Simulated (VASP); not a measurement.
Write the native input for VASP 6.6.1 that does the following.

| Quantity | Value |
| --- | --- |
| Task | G0W0 quasiparticle levels |
| Functional | PBE |
| Potentials or basis | VASP PAW PBE potentials, release 64 (Mg_GW, O_GW) |
| Cutoff | 500 eV |
| k mesh | 4 × 4 × 4 |
| Occupations | gaussian, width 0.01 eV |
| Spin | no spin polarisation |
| Dipole correction | no |
| GW scheme | G0W0 |
| GW iterations | 1 |
| Cutoff of the response function | 120 |
| Frequency points | 48 |
| Empty bands | 45 |
| Further INCAR settings | ALGO = EVGW0; EDIFF = 1e-08; NBANDS = 49 |

The system is MgO.

```
Mg O
1.0
     2.62335    0.00000    0.00000
     0.00000    2.62335    0.00000
     0.00000    0.00000    2.62335
Mg O
1 1
Direct
  0.00000 0.00000 0.00000
  0.50000 0.50000 0.50000
```

The input as run:

POSCAR

```
MgO
1.0
    2.6233491278      0.0000000000      0.0000000000
    0.0000000000      2.6233491278      0.0000000000
    0.0000000000      0.0000000000      2.6233491278
Mg O
1 1
Direct
    0.0000000000      0.0000000000      0.0000000000
    0.5000000000      0.5000000000      0.5000000000
```

INCAR.step1

```
PREC = Accurate
ENCUT = 500
EDIFF = 1E-8
ISMEAR = 0
SIGMA = 0.01
LREAL = F
LASPH = T
NELM = 80
ALGO = Normal
LWAVE = T
LCHARG = F
GGA = PE
```

INCAR.step2

```
PREC = Accurate
ENCUT = 500
EDIFF = 1E-8
ISMEAR = 0
SIGMA = 0.01
LREAL = F
LASPH = T
NELM = 1
ALGO = Exact
LWAVE = T
LCHARG = F
GGA = PE
NBANDS = 49
LOPTICS = T
ISTART = 1
```

INCAR.step3

```
PREC = Accurate
ENCUT = 500
EDIFF = 1E-8
ISMEAR = 0
SIGMA = 0.01
LREAL = F
LASPH = T
ALGO = EVGW0
LWAVE = F
LCHARG = F
GGA = PE
NELMGW = 1
NBANDS = 49
ENCUTGW = 120.0
NOMEGA = 48
PRECFOCK = Fast
ISTART = 1
NBANDSGW = 12
```

KPOINTS

```
regular mesh
0
Gamma
  4 4 4
```

Potentials or basis: VASP PAW PBE potentials, release 64 (Mg_GW, O_GW).

Command:

```sh
$ cat potpaw_PBE.64/Mg_GW/POTCAR potpaw_PBE.64/O_GW/POTCAR > POTCAR
$ cp INCAR.step1 INCAR
$ mpirun -np 1 vasp_std > vasp.out
$ cp INCAR.step2 INCAR
$ mpirun -np 1 vasp_std > vasp.out
$ cp INCAR.step3 INCAR
$ mpirun -np 1 vasp_std > vasp.out
```

It gave:

```yaml
Band_gap_on_the_k_mesh_mean-field_level: 2.59 eV, indirect (least direct gap 3.61 eV)
Quasiparticle_gap: 4.45 eV
Least_direct_quasiparticle_gap: 5.63 eV
```

Caveat: the k points lie up to 0.60 Å⁻¹ apart; bands, screening cutoff and mesh are small and nothing is extrapolated, so the quasiparticle values aren't converged.

Run time: 52 s on 1 thread of Intel Xeon 8259CL, on a shared host, peak memory 0.18 GiB.
